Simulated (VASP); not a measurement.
# Zn (C2/m) in VASP: further runs, part 2 of 2

VASP 6.6.1. The steps go on from the part before.

### Step 3. Single point, PBE (shortest bond scaled by 0.58)

Input file INCAR:

```
PREC = Accurate
ENCUT = 520
EDIFF = 1E-6
ISMEAR = -1
SIGMA = 0.05
LREAL = False
LASPH = True
NELM = 80
ALGO = Normal
ISIF = 2
LWAVE = False
LCHARG = False
GGA = PE
NBANDS = 19
```

Input file KPOINTS:

```
Automatic mesh
0
Gamma
  13 13 6
```

Input file POSCAR:

```
Zn
1.0
    2.6700000000      0.0000000000      0.0000000000
   -1.3350000000      2.3122878281      0.0000000000
    0.0000000000      0.0000000000      4.9660000000
Zn
2
Direct
    0.1933333333      0.5966666667      0.1450000000
    0.8066666667      0.4033333333      0.8550000000
```

Potentials or basis: VASP PAW PBE potentials, release 64 (Zn).

On the command line:

```console
$ cat potpaw_PBE.64/Zn/POTCAR > POTCAR
$ mpirun -np 1 vasp_std > vasp.out
```

OUTCAR:

```text
PREC = Accurate
   ENCUT = 520
   EDIFF = 1E-6
   ISMEAR = -1
   LREAL = False
   LASPH = True
   NELM = 80
   ISIF = 2
   GGA = PE

 ion  position               nearest neighbor table
   1  0.193  0.597  0.145-   2 1.70   2 2.42   2 2.42
   2  0.807  0.403  0.855-   1 1.70   1 2.42   1 2.42

  LATTYP: Found a hexagonal cell.
 ALAT       =     2.6700000000
 C/A-ratio  =     1.8599250936

  Lattice vectors:

 A1 = (   2.6700000000,   0.0000000000,   0.0000000000)
 A2 = (  -1.3350000000,   2.3122878281,   0.0000000000)
 A3 = (   0.0000000000,   0.0000000000,   4.9660000000)

Analysis of symmetry for initial positions (statically):
=====================================================================
 Subroutine PRICEL returns:
 Original cell was already a primitive cell.

 Routine SETGRP: Setting up the symmetry group for a
 hexagonal supercell.

 Subroutine GETGRP returns: Found  4 space group operations
 (whereof  4 operations were pure point group operations)
 out of a pool of 24 trial point group operations.
[... 157 lines left out ...]
  ---------------------------------------------------
  free energy    TOTEN  =         3.31174625 eV

  energy without entropy =        3.31886357  energy(sigma->0) =        3.31530491

 E-fermi :   3.2126     XC(G=0): -11.0881

 val. band max:        3.2110701093   @ k =  -0.1538   0.4615   0.1667
 cond. band min:       3.2242193369   @ k =  -0.2308  -0.4615   0.5000
 fundamental gap:      0.0131492276
 Fermi energy:         3.2126443961

 k-point     1 :       0.0000    0.0000    0.0000
  band No.  band energies     occupation
      1      -8.8398      2.00000
      2      -7.6773      2.00000
      3      -7.6260      2.00000
      4      -6.8522      2.00000
      5      -6.0971      2.00000
      6      -5.5502      2.00000
[... 505 lines left out ...]
      6      -5.1890      2.00000
[... 11 lines left out ...]
     18      16.5414      0.00000
     19      20.3991      0.00000

 [... further k-points ...]

------------------------ aborting loop because EDIFF is reached ----------------------------------------

  FORCE on cell =-STRESS in cart. coord.  units (eV):
  Direction    XX          YY          ZZ          XY          YZ          ZX
  --------------------------------------------------------------------------------------
  -------------------------------------------------------------------------------------
  Total       10.2777526      5.7634158     26.1660525      3.9095304      7.1645231     12.4093030
  in kB      537.0922352    301.1831435   1367.3790462    204.3032664    374.4018632    648.4822645
  external PRESSURE =     735.2181416 kB  Pullay stress =       0.0000000 kB

 VOLUME and BASIS-vectors are now :
 -----------------------------------------------------------------------------
  energy-cutoff  :      520.00
  volume of cell :       30.66
      direct lattice vectors                 reciprocal lattice vectors
     2.670000000  0.000000000  0.000000000     0.374531835  0.216236056  0.000000000
    -1.335000000  2.312287828  0.000000000     0.000000000  0.432472112  0.000000000
     0.000000000  0.000000000  4.966000000     0.000000000  0.000000000  0.201369311

 POSITION                                       TOTAL-FORCE (eV/Angst)
 -----------------------------------------------------------------------------------
     -0.28035      1.37967      0.72007         8.645433      4.991443     18.688323
      1.61535      0.93262      4.24593        -8.645433     -4.991443    -18.688323
 -----------------------------------------------------------------------------------
    total drift:                                0.000000      0.000000     -0.000000

  FREE ENERGIE OF THE ION-ELECTRON SYSTEM (eV)
  ---------------------------------------------------
  free  energy   TOTEN  =         3.3117462456 eV

  energy  without entropy=        3.3188635743  energy(sigma->0) =        3.31530491
```

OSZICAR:

```text
N       E                     dE             d eps       ncg     rms          rms(c)
DAV:   1     0.124087741495E+03    0.12409E+03   -0.12531E+04 10960   0.202E+03
DAV:   2     0.964031691558E+01   -0.11445E+03   -0.11124E+03 10711   0.310E+02
DAV:   3     0.303822951325E+01   -0.66021E+01   -0.65737E+01 11773   0.799E+01
DAV:   4     0.298776265012E+01   -0.50467E-01   -0.50454E-01 11572   0.716E+00
DAV:   5     0.298767845465E+01   -0.84195E-04   -0.84195E-04 11607   0.270E-01    0.129E+01
DAV:   6     0.324292443201E+01    0.25525E+00   -0.41463E-01 13845   0.141E+01    0.775E+00
DAV:   7     0.330646224404E+01    0.63538E-01   -0.10990E-01 11543   0.248E+00    0.101E+00
DAV:   8     0.331114867382E+01    0.46864E-02   -0.97683E-03 11790   0.906E-01    0.255E-01
DAV:   9     0.331177578052E+01    0.62711E-03   -0.28289E-03 11143   0.401E-01    0.272E-02
DAV:  10     0.331175063231E+01   -0.25148E-04   -0.12656E-04 11416   0.909E-02    0.133E-02
DAV:  11     0.331174645671E+01   -0.41756E-05   -0.10199E-05 11946   0.424E-02    0.372E-03
DAV:  12     0.331174624562E+01   -0.21109E-06   -0.15273E-06  8784   0.209E-02
   1 F= 0.33117462E+01 E0= 0.33153049E+01  d E =-.711733E-02
```

stdout:

```text
POSCAR found type information on POSCAR Zn
 POSCAR found :  1 types and       2 ions
 scaLAPACK will be used
 LDA part: xc-table for (Slater+PW92), standard interpolation
 POSCAR, INCAR and KPOINTS ok, starting setup
 FFT: planning ... GRIDC
 FFT: planning ... GRID_SOFT
 FFT: planning ... GRID
 WAVECAR not read
 entering main loop
```

It took 4.1 min on 1 thread of Intel Xeon 8259CL, shared host; peak memory 0.25 GiB.

Results:

```yaml
Free_energy: 3.3117 eV
Pressure: 73.5 GPa
Largest_force: 21.188 eV/Å
Band_gap_on_the_k_mesh: zero (bands 12 and 13 overlap by 2.85 eV)
```

Forces on the atoms (eV/Å):
```
Zn    8.645   4.991  18.688
Zn   -8.645  -4.991 -18.688
```

Stress tensor (GPa, compression positive):
```
 53.71  20.43  64.85
 20.43  30.12  37.44
 64.85  37.44 136.74
```

Caveat: the cell differs from its parent crystal (shortest bond scaled by 0.58); atoms lie so close that the PAW spheres overlap strongly, which falsifies energies and pressures; the stress differs along the axes, from 30 to 137 GPa; forces of over 1 eV/Å act on the atoms, so gaps and moduli don't describe the material at rest.

### Step 4. Single point, PBE (shortest bond scaled by 0.58)

Input file INCAR:

```
SYSTEM = Zn
PREC = Accurate ; ENCUT = 520
EDIFF = 1E-6 ; ISMEAR = -1
SIGMA = 0.05 ; LREAL = .False.
LASPH = .True. ; NELM = 80
ALGO = Normal ; ISIF = 2
LWAVE = .False. ; LCHARG = .False.
GGA = PE ; NBANDS = 19
```

Input file KPOINTS:

```
Automatic mesh
0
Gamma
  13 13 6
  0 0 0
```

POSCAR is that of step 3.

On the command line:

```console
$ cat potpaw_PBE.64/Zn/POTCAR > POTCAR
$ mpirun -np 1 vasp_std > vasp.out
```

Run time: 4.7 min. Hardware: 1 thread of Intel Xeon 8259CL, shared host; peak memory 0.25 GiB.

The run converged. Its results:

| Quantity | Value |
| --- | --- |
| Free energy | 3.3117 eV |
| Pressure | 73.5 GPa |
| Largest force | 21.188 eV/Å |
| Band gap on the k mesh | zero (bands 12 and 13 overlap by 2.85 eV) |

Forces on the atoms (eV/Å):
```
Zn    8.645   4.991  18.688
Zn   -8.645  -4.991 -18.688
```

Stress tensor (GPa, compression positive):
```
 53.71  20.43  64.85
 20.43  30.12  37.44
 64.85  37.44 136.74
```

Levels at points of the mesh, in eV from the Fermi level:
```tsv
k point	band 8	band 9	band 10	band 11	band 12	band 13	band 14	band 15	band 16	band 17
(0.00, 0.00, 0.00)	-7.98	-7.71	-7.54	-7.37	-3.37	-2.07	14.86	16.23	16.32	16.73
(0.00, 0.00, 0.50)	-7.97	-7.59	-7.54	-7.40	-5.97	2.96	7.32	16.48	16.56	17.52
```

Caveat: the cell differs from its parent crystal (shortest bond scaled by 0.58); atoms lie so close that the PAW spheres overlap strongly, which falsifies energies and pressures; the stress differs along the axes, from 30 to 137 GPa; forces of over 1 eV/Å act on the atoms, so gaps and moduli don't describe the material at rest.

The gap in the log of VASP goes by the Fermi energy; the results here count the filled bands.